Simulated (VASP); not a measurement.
Write the native input for VASP 6.6.1 that does the following.

- Task: single point
- Functional: r2SCAN
- Potentials or basis: VASP PAW PBE potentials, release 64 (Ta_pv)
- Cutoff: 520 eV
- k mesh: 16 × 16 × 9
- Occupations: methfessel-paxton, width 0.05 eV
- Spin: no spin polarisation
- Dipole correction: no
- Further INCAR settings: ALGO = Normal; EDIFF = 1e-07; NBANDS = 18

Crystal: Ta.

```xyz
2
Lattice="2.8917 0.0000 0.0000 -1.4459 2.5043 0.0000 0.0000 0.0000 5.1074" Properties=species:S:1:pos:R:3 pbc="T T T"
Ta    0.0000    1.6695    1.2768
Ta    1.4459    0.8348    3.8305
```

These files were run (other wordings do the same):

POSCAR

```
Ta
1.0
    2.8917324429      0.0000000000      0.0000000000
   -1.4458662215      2.5043137565      0.0000000000
    0.0000000000      0.0000000000      5.1073630712
Ta
2
Direct
    0.3333333333      0.6666666667      0.2500000000
    0.6666666667      0.3333333333      0.7500000000
```

INCAR.step1

```
SYSTEM = Ta
  PREC = Accurate
  ENCUT = 520
  ISMEAR = 1
  SIGMA = 0.05
  LREAL = .FALSE.
  LASPH = .TRUE.
  NELM = 80
  NBANDS = 18
  GGA = PE
  ALGO = Normal
  EDIFF = 1E-4
  LWAVE = .TRUE.
  LCHARG = .FALSE.
```

INCAR.step2

```
SYSTEM = Ta
  PREC = Accurate
  ENCUT = 520
  EDIFF = 1E-7
  ISMEAR = 1
  SIGMA = 0.05
  LREAL = .FALSE.
  LASPH = .TRUE.
  NELM = 80
  ALGO = Normal
  ISIF = 2
  LWAVE = .FALSE.
  LCHARG = .TRUE.
  METAGGA = R2SCAN
  LMIXTAU = .TRUE.
  LELF = .TRUE.
  LVHAR = .TRUE.
  NBANDS = 18
  ISTART = 1
```

KPOINTS

```
regular mesh
0
G
  16 16 9
  0 0 0
```

Potentials or basis: VASP PAW PBE potentials, release 64 (Ta_pv).

Launch:

```sh
$ cat potpaw_PBE.64/Ta_pv/POTCAR > POTCAR
$ cp INCAR.step1 INCAR
$ mpirun -np 1 vasp_std > vasp.out
$ cp INCAR.step2 INCAR
$ mpirun -np 1 vasp_std > vasp.out
```

Results of the run:

```json
{
  "Pressure": "0.5 GPa",
  "Band gap on the k mesh": "zero (band 11 reaches 6.75 eV, above the bottom of band 12 at 4.88 eV)"
}
```

Caveat: the PAW data sets were made with another functional, which shifts forces and pressure a little; spin-orbit coupling is left out, which moves the levels of the heavy elements.

It took 3.5 min on 1 thread of Intel Xeon 6975P-C (shared host), peak memory 0.23 GiB.
